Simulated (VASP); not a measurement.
Ti, 2 atoms in the cell. Symmetry: P6_3/mmc, No. 194, hexagonal system. Conventional cell: a = 3.002 Å, b = 3.002 Å, c = 4.762 Å, α = 90.00°, β = 90.00°, γ = 120.00°. Ti (site symmetry -6m2) has 12 Ti at 2.94 to 3.00 Å within 3.9 Å. 

```yaml
Program: VASP 6.6.1
Task: single point
Functional: PBE
Potentials_or_basis: VASP PAW PBE potentials, release 64 (Ti_sv)
Cutoff: 520 eV
k_mesh: 13 × 13 × 7
Occupations: fermi-dirac, width 0.3 eV
Spin: no spin polarisation
Dipole_correction: no
Further_INCAR_settings: ALGO = Normal; EDIFF = 1e-07; NBANDS = 19
```

Potentials or basis: VASP PAW PBE potentials, release 64 (Ti_sv).

Command:

```console
$ cat potpaw_PBE.64/Ti_sv/POTCAR > POTCAR
$ mpirun -np 1 vasp_std > vasp.out
```

Hardware: 1 thread of Intel Xeon 6975P-C, with other jobs on the host.

Q: Estimate the wall time of this run.

A: It took 100 s on 1 thread of Intel Xeon 6975P-C (shared host), peak memory 0.18 GiB. Counts: scf iterations 16, k points 84.
